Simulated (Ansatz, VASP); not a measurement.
# NaBe4: VASP beside Ansatz

```
CELL_PARAMETERS angstrom
2.45607 0.00000 0.00000
-1.22804 2.12702 0.00000
0.00000 0.00000 10.21047
ATOMIC_POSITIONS crystal
Na 0.00000 0.00000 0.00000
Be 0.33333 0.66667 0.75002
Be 0.33333 0.66667 0.41631
Be 0.66667 0.33333 0.24998
Be 0.66667 0.33333 0.58369
```

Change from the starting cell: species swapped into the Co4H type (P-3m1, No. 164).

Alike in both runs: functional PBE; k mesh 6 × 6 × 2; occupations gaussian, width 0.1 eV; no spin polarisation.

Ansatz relaxed the structure, and its values are those at the end. VASP's run is a single point on that final structure, the one shown.

```csv
,VASP,Ansatz
version,VASP 6.6.1,Ansatz 0.2.0
potentials or method,"VASP PAW PBE potentials, release 64 (Na_pv, Be), cutoff 520 eV","scalar-relativistic, plane waves, PAW"
valence electrons in the cell,15,17
```

|  | VASP | Ansatz | Ansatz less VASP |
| --- | --- | --- | --- |
| gap on the k mesh at the Fermi level (eV) | none | none | - |
| pressure (GPa) | 0.2 | 0.1 | -0.10 |
| rms of the force components (eV/Å) | 0.003 | 0.004 | +0.0011 |

A gap of «none» marks a metal or a gap that the smearing closes. The functional is the same, so the differences come from potentials, cutoffs and numerics. VASP's potentials hold 15 valence electrons a cell and Ansatz's 17, so a difference there can come from the potentials and not from the codes.

The k mesh is coarse, so the values compare programs but aren't converged.
